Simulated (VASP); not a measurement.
# Pd (P6_3/mmc) in VASP: a series of runs

Pd is run at these levels: PBE; tasks: single point.

Program: VASP 6.6.1. These are calculated values, not measurements. Logs are shortened: lines on timing, memory, paths and dates and some standing lists are left out, and cuts for length are marked.

## 1. The cell of the first run

It takes space group P6_3/mmc (No. 194, hexagonal). The conventional cell has a = 2.934 Å, b = 2.934 Å, c = 8.236 Å, α = 90.00°, β = 90.00°, γ = 120.00°. Pd (site symmetry -3m) has 12 Pd at 2.67 to 2.93 Å within 3.5 Å. Pd (site symmetry -6m2) has 12 Pd at 2.67 to 2.93 Å within 3.5 Å.

This isn't the form of Pd at room conditions, which is fcc.

## 2. Single point, PBE

INCAR reads:

```
PREC     = Accurate       # precision mode
ENCUT    = 520            # plane-wave cutoff, eV
EDIFF    = 1E-6           # SCF threshold, eV
ISMEAR   = 0              # smearing method
SIGMA    = 0.15           # smearing width, eV
LREAL    = False          # projectors in reciprocal space
LASPH    = True           # aspherical terms in the spheres
NELM     = 80             # most SCF steps
ALGO     = Fast           # electronic algorithm
ISIF     = 2              # what is computed and relaxed
LWAVE    = False          # write WAVECAR
LCHARG   = False          # write CHGCAR
GGA      = PE             # functional
NBANDS   = 28             # bands
```

KPOINTS reads:

```
regular mesh
0
Gamma
  24 24 6
```

POSCAR reads:

```
Pd
1.0
    2.9344503970      0.0000000000      0.0000000000
   -1.4672251985      2.5413085900      0.0000000000
    0.0000000000      0.0000000000      8.2361998929
Pd
4
Direct
    0.0000000000      0.0000000000      0.0000000000
    0.3333333333      0.6666666667      0.2500000000
    0.0000000000      0.0000000000      0.5000000000
    0.6666666667      0.3333333333      0.7500000000
```

Potentials or basis: VASP PAW PBE potentials, release 64 (Pd).

Command:

```console
> cat potpaw_PBE.64/Pd/POTCAR > POTCAR
> mpirun -np 1 vasp_std > vasp.out
```

OUTCAR:

```text
PREC = Accurate
   ENCUT = 520
   EDIFF = 1E-6
   ISMEAR = 0
   LREAL = False
   LASPH = True
   NELM = 80
   ISIF = 2
   GGA = PE

 ion  position               nearest neighbor table
   1  0.000  0.000  0.000-   2 2.67   4 2.67   4 2.67   2 2.67   4 2.67   2 2.67
   2  0.333  0.667  0.250-   1 2.67   3 2.67   1 2.67   3 2.67   1 2.67   3 2.67
   3  0.000  0.000  0.500-   2 2.67   4 2.67   4 2.67   2 2.67   4 2.67   2 2.67
   4  0.667  0.333  0.750-   1 2.67   3 2.67   1 2.67   3 2.67   1 2.67   3 2.67

  LATTYP: Found a hexagonal cell.
 ALAT       =     2.9344503970
 C/A-ratio  =     2.8067265684

  Lattice vectors:

 A1 = (   2.9344503970,   0.0000000000,   0.0000000000)
 A2 = (  -1.4672251985,   2.5413085900,   0.0000000000)
 A3 = (   0.0000000000,   0.0000000000,   8.2361998929)

Analysis of symmetry for initial positions (statically):
=====================================================================
 Subroutine PRICEL returns:
 Original cell was already a primitive cell.

 Routine SETGRP: Setting up the symmetry group for a
 hexagonal supercell.

 Subroutine GETGRP returns: Found 24 space group operations
 (whereof 12 operations were pure point group operations)
 out of a pool of 24 trial point group operations.

The static configuration has the point symmetry D_3d.
 The point group associated with its full space group is D_6h.

Analysis of symmetry for dynamics (positions and initial velocities):
=====================================================================
 Subroutine PRICEL returns:
 Original cell was already a primitive cell.

 Routine SETGRP: Setting up the symmetry group for a
 hexagonal supercell.

 Subroutine GETGRP returns: Found 24 space group operations
 (whereof 12 operations were pure point group operations)
 out of a pool of 24 trial point group operations.

The dynamic configuration has the point symmetry D_3d.
 The point group associated with its full space group is D_6h.

 Subroutine INISYM returns: Found 24 space group operations
 (whereof 12 operations are pure point group operations),
 and found     1 'primitive' translations

----------------------------------------------------------------------------------------

                                     Primitive cell

  volume of cell :      61.4202

  direct lattice vectors                    reciprocal lattice vectors
     2.934450397  0.000000000  0.000000000     0.340779316  0.196749030  0.000000000
    -1.467225198  2.541308590  0.000000000     0.000000000  0.393498060  0.000000000
     0.000000000  0.000000000  8.236199893     0.000000000  0.000000000  0.121415217

  length of vectors
     2.934450397  2.934450397  8.236199893     0.393498060  0.393498060  0.121415217

  position of ions in fractional coordinates (direct lattice)
     0.000000000  0.000000000  0.000000000
     0.333333333  0.666666667  0.250000000
     0.000000000  0.000000000  0.500000000
     0.666666667  0.333333333  0.750000000

  ion indices of the primitive-cell ions
   primitive index   ion index
                 1           1
                 2           2
                 3           3
                 4           4

----------------------------------------------------------------------------------------

 KPOINTS: regular mesh

Automatic generation of k-mesh.
 Grid dimensions read from file:
 generate k-points for:   24   24    6

 Generating k-lattice:

  Cartesian coordinates                     Fractional coordinates (reciprocal lattice)
     0.014199138  0.008197876  0.000000000     0.041666667 -0.000000000  0.000000000
     0.000000000  0.016395752  0.000000000     0.000000000  0.041666667  0.000000000
     0.000000000  0.000000000  0.020235870     0.000000000  0.000000000  0.166666667

  Length of vectors
     0.016395752  0.016395752  0.020235870

  Shift w.r.t. Gamma in fractional coordinates (k-lattice)
     0.000000000  0.000000000  0.000000000

 Subroutine IBZKPT returns following result:
 ===========================================

 Found    244 irreducible k-points:

 Following reciprocal coordinates:
            Coordinates               Weight
  0.000000  0.000000  0.000000      1.000000
  0.041667  0.000000  0.000000      6.000000
  0.083333  0.000000  0.000000      6.000000
  0.125000  0.000000  0.000000      6.000000
  0.166667 -0.000000  0.000000      6.000000
  0.208333  0.000000  0.000000      6.000000
[... 16 lines left out ...]
  0.416667  0.041667  0.000000     12.000000
  0.458333  0.041667  0.000000     12.000000
 [... further k-points ...]
   k-points           NKPTS =    244   k-points in BZ     NKDIM =    244   number of bands    NBANDS=     28
   number of dos      NEDOS =    301   number of ions     NIONS =      4
   total plane-waves  NPLWV =  36864
   dimension x,y,z NGX =    24 NGY =   24 NGZ =   64
   dimension x,y,z NGXF=    48 NGYF=   48 NGZF=  128
   ions per type =               4
   NGX,Y,Z   is equivalent  to a cutoff of  13.60, 13.60, 12.92 a.u.
   NGXF,Y,Z  is equivalent  to a cutoff of  27.19, 27.19, 25.84 a.u.
 SYSTEM =  unknown system
   PREC   = accura    normal or accurate (medium, high low for compatibility)
   ISTART =      0    job   : 0-new  1-cont  2-samecut
   ICHARG =      2    charge: 1-file 2-atom 10-const
   ISPIN  =      1    spin polarized calculation?
   LNONCOLLINEAR =      F non collinear calculations
   LSORBIT =      F    spin-orbit coupling
   LASPH  =      T    aspherical Exc in radial PAW
   ENCUT  =  520.0 eV  38.22 Ry    6.18 a.u.   5.46  5.46 15.31*2*pi/ulx,y,z
   NELM   =     80;   NELMIN=  2; NELMDL= -5     # of ELM steps
   EDIFF  = 0.1E-05   stopping-criterion for ELM
   LREAL  =      F    real-space projection
   EDIFFG = 0.1E-04   stopping-criterion for IOM
   NSW    =      0    number of steps for IOM
   IBRION =     -1    ionic relax: 0-MD 1-quasi-New 2-CG
   NFREE  =      0    steps in history (QN), initial steepest desc. (CG)
   ISIF   =      2    stress and relaxation
   ISYM   =      2    0-nonsym 1-usesym 2-fastsym
   POTIM  = 0.5000    time-step for ionic-motion
   TEBEG  =    0.0;   TEEND  =   0.0 temperature during run
   PSTRESS=    0.0 pullay stress
   NELECT =      40.0000    total number of electrons
   NUPDOWN=      -1.0000    fix difference up-down
   EMIN   =  10.00;   EMAX   =-10.00  energy-range for DOS
   EFERMI =   0.00;   METHOD = LEGACY
   ISMEAR =     0;   SIGMA  =   0.15  broadening in eV -4-tet -1-fermi 0-gaus
   EFERMI_NEDOS =   21; number of points for ismear=-14 and -15
   IALGO  =     68    algorithm
   IMIX   =      4    mixing-type and parameters
     AMIX     =   0.40;   BMIX     =  1.00
     AMIX_MAG =   1.60;   BMIX_MAG =  1.00
  volume/ion in A,a.u.               =      15.36       103.62
  Fermi-wavevector in a.u.,A,eV,Ry     =   1.419029  2.681575 27.397264  2.013642
  Thomas-Fermi vector in A             =   2.540092
   LORBIT       =      0    0 simple, 1 ext, 2 COOP (PROOUT), +10 PAW based schemes
   GGA     = PE    functional components
   LHFCALC =     F    Hartree Fock is set to
   AEXX    =    0.0000 exact exchange contribution
   IVDW    =     0    specifies the selected vdW correction
   LEPSILON=     F    determine dielectric tensor
   LRPA    =     F    only Hartree local field effects (RPA)
 non-spin polarized calculation
 RMM-DIIS sequential band-by-band and
 Gauss-broadening in eV      SIGMA  =   0.15
  energy-cutoff  :      520.00
  volume of cell :       61.42
 maximum number of plane-waves:      1704
 NGX is ok and might be reduce to    24

 number of electron      40.0000015 magnetization

 Free energy of the ion-electron system (eV)
  ---------------------------------------------------
  ext. energy  EPLUGINS =         0.00000000
  ---------------------------------------------------
  free energy    TOTEN  =       -20.48337834 eV

  energy without entropy =      -20.39463933  energy(sigma->0) =      -20.43900883

 E-fermi :   9.1573     XC(G=0): -12.9153

 val. band max:        9.1571436367   @ k =   0.1250   0.0000   0.3333
 cond. band min:       9.1591704121   @ k =   0.4167   0.0833   0.0000
 fundamental gap:      0.0020267754
 Fermi energy:         9.1573322749

 k-point     1 :       0.0000    0.0000    0.0000
  band No.  band energies     occupation
      1       2.3034      2.00000
      2       4.1186      2.00000
      3       4.3276      2.00000
      4       4.3644      2.00000
      5       5.8997      2.00000
      6       5.8998      2.00000
[... 20 lines left out ...]
     27      25.1515      0.00000
     28      26.5167      0.00000

 k-point     2 :       0.0417    0.0000    0.0000
  band No.  band energies     occupation
      1       2.3518      2.00000
      2       4.1470      2.00000
      3       4.3660      2.00000
      4       4.4041      2.00000
      5       5.8864      2.00000
      6       5.9121      2.00000
[... 20 lines left out ...]
     27      25.1702      0.00000
     28      26.4518      0.00000

 k-point     3 :       0.0833    0.0000    0.0000
  band No.  band energies     occupation
      1       2.4952      2.00000
      2       4.2285      2.00000
      3       4.4756      2.00000
      4       4.5179      2.00000
      5       5.8482      2.00000
      6       5.9401      2.00000
[... 20 lines left out ...]
     27      25.1904      0.00000
     28      26.0205      0.00000

 k-point     4 :       0.1250    0.0000    0.0000
  band No.  band energies     occupation
      1       2.7273      2.00000
      2       4.3497      2.00000
      3       4.6389      2.00000
      4       4.6852      2.00000
      5       5.7847      2.00000
      6       5.7909      2.00000
[... 20 lines left out ...]
     27      25.0619      0.00000
     28      25.2237      0.00000

 k-point     5 :       0.1667   -0.0000    0.0000
  band No.  band energies     occupation
      1       3.0359      2.00000
      2       4.4812      2.00000
      3       4.8221      2.00000
      4       4.8543      2.00000
      5       5.6153      2.00000
      6       5.7221      2.00000
[... 20 lines left out ...]
     27      24.5060      0.00000
     28      24.5835      0.00000

 k-point     6 :       0.2083    0.0000    0.0000
  band No.  band energies     occupation
      1       3.3984      2.00000
      2       4.5737      2.00000
      3       4.9236      2.00000
      4       4.9670      2.00000
      5       5.5049      2.00000
      6       5.6350      2.00000
[... 463 lines left out ...]
      5       5.3855      2.00000
      6       5.5206      2.00000
[... 20 lines left out ...]
     27      19.7542      0.00000
     28      19.8794      0.00000

 k-point    22 :       0.3750    0.0417    0.0000
  band No.  band energies     occupation
      1       4.1847      2.00000
      2       4.2510      2.00000
      3       4.3909      2.00000
      4       5.2291      2.00000
      5       5.3658      2.00000
      6       5.5065      2.00000
[... 20 lines left out ...]
     27      19.6548      0.00000
     28      19.8128      0.00000

 k-point    23 :       0.4167    0.0417    0.0000
  band No.  band energies     occupation
      1       4.1419      2.00000
      2       4.1483      2.00000
      3       4.3269      2.00000
      4       5.2140      2.00000
      5       5.3695      2.00000
      6       5.5626      2.00000
[... 20 lines left out ...]
     27      19.9430      0.00000
     28      20.3295      0.00000

 k-point    24 :       0.4583    0.0417    0.0000
  band No.  band energies     occupation
      1       4.0956      2.00000
      2       4.1171      2.00000
      3       4.2926      2.00000
      4       5.1905      2.00000
      5       5.3850      2.00000
      6       5.5556      2.00000
[... 20 lines left out ...]
     27      20.1189      0.00000
     28      20.2564      0.00000

 [... further k-points ...]

------------------------ aborting loop because EDIFF is reached ----------------------------------------

  FORCE on cell =-STRESS in cart. coord.  units (eV):
  Direction    XX          YY          ZZ          XY          YZ          ZX
  --------------------------------------------------------------------------------------
  -------------------------------------------------------------------------------------
  Total       -0.7574009     -0.7574009      5.7981207      0.0000000      0.0000000     -0.0000000
  in kB      -19.7571980    -19.7571980    151.2470036      0.0000000      0.0000000     -0.0000000
  external PRESSURE =      37.2442026 kB  Pullay stress =       0.0000000 kB

 VOLUME and BASIS-vectors are now :
 -----------------------------------------------------------------------------
  energy-cutoff  :      520.00
  volume of cell :       61.42
      direct lattice vectors                 reciprocal lattice vectors
     2.934450397  0.000000000  0.000000000     0.340779316  0.196749030  0.000000000
    -1.467225198  2.541308590  0.000000000     0.000000000  0.393498060  0.000000000
     0.000000000  0.000000000  8.236199893     0.000000000  0.000000000  0.121415217

 POSITION                                       TOTAL-FORCE (eV/Angst)
 -----------------------------------------------------------------------------------
      0.00000      0.00000      0.00000        -0.000000      0.000000      0.000000
     -0.00000      1.69421      2.05905        -0.000000     -0.000000      0.000000
      0.00000      0.00000      4.11810        -0.000000      0.000000      0.000000
      1.46723      0.84710      6.17715         0.000000      0.000000     -0.000000
 -----------------------------------------------------------------------------------
    total drift:                               -0.000000      0.000000     -0.000000

  FREE ENERGIE OF THE ION-ELECTRON SYSTEM (eV)
  ---------------------------------------------------
  free  energy   TOTEN  =       -20.4833783398 eV

  energy  without entropy=      -20.3946393292  energy(sigma->0) =      -20.43900883
```

It took 5.3 min on 1 thread of Intel Xeon Platinum 8375C at 2.90GHz (Ice Lake), shared host; peak memory 0.42 GiB.

What came out:

```
Free energy            : -20.4834 eV
Pressure               : 3.7 GPa
Band gap on the k mesh : zero (bands 20 and 21 overlap by 0.97 eV)
```

Caveat: the cell stands under pressure.

## 3. Single point, PBE

This run uses another cell than the first one, of the same volume but with other edges.

INCAR reads:

```
SYSTEM = Pd
PREC = Accurate ; ENCUT = 520
EDIFF = 1E-6 ; ISMEAR = 0
SIGMA = 0.15 ; LREAL = .FALSE.
LASPH = .TRUE. ; NELM = 60
ALGO = Fast ; ISIF = 2
LWAVE = .FALSE. ; LCHARG = .TRUE.
GGA = PE ; LELF = .TRUE.
LVHAR = .TRUE. ; NBANDS = 28
```

KPOINTS reads:

```
Automatic mesh
0
G
  24 24 6
  0 0 0
```

POSCAR reads:

```
Pd
1.0
    2.6158088170      0.0000000000      0.0000000000
   -1.3079044085      2.2653568869      0.0000000000
    0.0000000000      0.0000000000     10.3649789709
Pd
4
Direct
    0.0000000000      0.0000000000      0.0000000000
    0.3333333333      0.6666666667      0.2500000000
    0.0000000000      0.0000000000      0.5000000000
    0.6666666667      0.3333333333      0.7500000000
```

Potentials or basis: VASP PAW PBE potentials, release 64 (Pd).

Command:

```console
> cat potpaw_PBE.64/Pd/POTCAR > POTCAR
> mpirun -np 1 vasp_std > vasp.out
```

Run time: 6.5 min. Hardware: 1 thread of Intel Xeon Platinum 8375C at 2.90GHz (Ice Lake), shared host; peak memory 0.41 GiB.

Results (log left out):

- Free energy: -20.1754 eV
- Pressure: 7.3 GPa
- Band gap on the k mesh: zero (bands 20 and 21 overlap by 1.17 eV)

Stress tensor (GPa, compression positive):
```
 17.91   0.00   0.00
  0.00  17.91   0.00
  0.00   0.00 -13.98
```

Levels at points of the mesh, in eV from the Fermi level:
| k point | band 16 | band 17 | band 18 | band 19 | band 20 | band 21 | band 22 | band 23 | band 24 | band 25 |
| --- | --- | --- | --- | --- | --- | --- | --- | --- | --- | --- |
| (0.00, 0.00, 0.00) | -0.77 | -0.77 | -0.49 | -0.49 | -0.44 | -0.44 | -0.23 | -0.13 | -0.13 | 4.41 |
| (0.50, 0.00, 0.00) | -0.03 | 0.52 | 0.55 | 0.55 | 0.58 | 2.04 | 2.76 | 3.91 | 4.45 | 8.33 |
| (0.00, 0.00, 0.50) | -1.64 | -0.68 | -0.68 | -0.68 | -0.68 | -0.23 | -0.23 | -0.23 | -0.23 | 6.52 |
| (0.50, 0.00, 0.50) | -0.58 | 0.53 | 0.53 | 0.57 | 0.57 | 2.75 | 2.75 | 4.01 | 4.01 | 8.41 |

Caveat: the cell stands under pressure.

## 4. Single point, PBE

This run uses another cell than the first one, of the same volume but with other edges.

INCAR reads:

```
SYSTEM = Pd
ALGO = Fast
EDIFF = 1E-7
ENCUT = 520
GGA = PE
ISIF = 2
ISMEAR = 0
LASPH = .TRUE.
LCHARG = .FALSE.
LREAL = .FALSE.
LWAVE = .FALSE.
NBANDS = 28
NELM = 100
PREC = Accurate
SIGMA = 0.15
```

KPOINTS reads:

```
k-points
0
G
  24 24 6
  0 0 0
```

POSCAR reads:

```
Pd
1.0
    2.8580542772      0.0000000000      0.0000000000
   -1.4290271386      2.4751476094      0.0000000000
    0.0000000000      0.0000000000      8.6823937926
Pd
4
Direct
    0.0000000000      0.0000000000      0.0000000000
    0.3333333333      0.6666666667      0.2500000000
    0.0000000000      0.0000000000      0.5000000000
    0.6666666667      0.3333333333      0.7500000000
```

Command:

```console
> cat potpaw_PBE.64/Pd/POTCAR > POTCAR
> mpirun -np 1 vasp_std > vasp.out
```

Run time: 8.8 min. Hardware: 1 thread of Intel Xeon Platinum 8375C at 2.90GHz (Ice Lake), shared host; peak memory 0.42 GiB.

It converged, with:

```
Free energy            : -20.7608 eV
Pressure               : 0.8 GPa
Band gap on the k mesh : zero (bands 20 and 21 overlap by 0.91 eV)
```

Stress tensor (GPa, compression positive):
```
-2.43  0.00  0.00
 0.00 -2.43  0.00
 0.00  0.00  7.41
```

Levels at points of the mesh, in eV from the Fermi level:
| k point | band 18 | band 19 | band 20 | band 21 | band 22 | band 23 |
| --- | --- | --- | --- | --- | --- | --- |
| (0.00, 0.00, 0.00) | -1.26 | -1.26 | -0.62 | -0.62 | -0.03 | -0.03 |
| (0.50, 0.00, 0.00) | 0.06 | 0.16 | 0.28 | 1.33 | 2.39 | 3.41 |
| (0.00, 0.00, 0.50) | -1.31 | -0.35 | -0.35 | -0.35 | -0.35 | -0.34 |
| (0.50, 0.00, 0.50) | -0.23 | 0.03 | 0.03 | 2.29 | 2.29 | 3.63 |

(Part 1 of 2 ends here.)
